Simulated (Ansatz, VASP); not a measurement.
**Nb in VASP and in Ansatz**

The input POSCAR:

```
Nb
1.0
   -1.6511317439      1.6511317439      1.6511317439
    1.6511317439     -1.6511317439      1.6511317439
    1.6511317439      1.6511317439     -1.6511317439
Nb
1
Direct
    0.0000000000      0.0000000000      0.0000000000
```

File INCAR.step1:

```
  PREC = Accurate
  ENCUT = 520
  ISMEAR = 1
  SIGMA = 0.2
  LREAL = False
  LASPH = True
  NELM = 60
  NBANDS = 12
  GGA = PE
  ALGO = Normal
  EDIFF = 1E-4
  LWAVE = True
  LCHARG = False
```

File INCAR.step2:

```
  PREC = Accurate
  ENCUT = 520
  EDIFF = 1E-6
  ISMEAR = 1
  SIGMA = 0.2
  LREAL = False
  LASPH = True
  NELM = 60
  ALGO = Normal
  ISIF = 2
  LWAVE = False
  LCHARG = True
  METAGGA = R2SCAN
  LMIXTAU = True
  LELF = True
  LVHAR = True
  NBANDS = 12
  ISTART = 1
```

KPOINTS

```
regular mesh
0
Gamma
  13 13 13
```

Input for Ansatz:

```yaml
crystal:
  lattice:
    - [-1.6511317439, 1.6511317439, 1.6511317439]
    - [1.6511317439, -1.6511317439, 1.6511317439]
    - [1.6511317439, 1.6511317439, -1.6511317439]
  atoms:
    - { symbol: Nb, position: [0.0, 0.0, 0.0] }
hamiltonian:
  xc: r2scan
  pseudopotentials:
    kind: paw
    azcp:
      Nb: "pseudopotentials/Nb.paw.azcp"
basis:
  ecutwfc: 500
  fft_grid_basis: typed
kpoints:
  mp_grid: { grid: [13, 13, 13], shift: [0, 0, 0] }
magnetization:
  spin_polarized: false
scf:
  occupations: { method: cold, width: 0.2 }
  lower_state_search: "off"
output:
  stress: true
```

Alike in both runs: task single point; functional r2SCAN; k mesh 13 × 13 × 13; no spin polarisation.

|  | VASP | Ansatz |
| --- | --- | --- |
| version | VASP 6.6.1 | Ansatz 0.2.0 |
| potentials or method | VASP PAW PBE potentials, release 64 (Nb_sv), cutoff 520 eV | plane waves (500 eV) with PAW, scalar-relativistic |
| occupations | methfessel-paxton of order 1, width 0.2 eV | cold, width 0.2 eV |
| valence electrons in the cell | 13 | 13 |

Ansatz gave:

| Property | Result |
| --- | --- |
| pressure (GPa) | -0.4 |

Question: What did VASP give for the same quantities?

Answer: Pressure (GPa): -0.7.

VASP's potentials were made for PBE, not for r2SCAN.
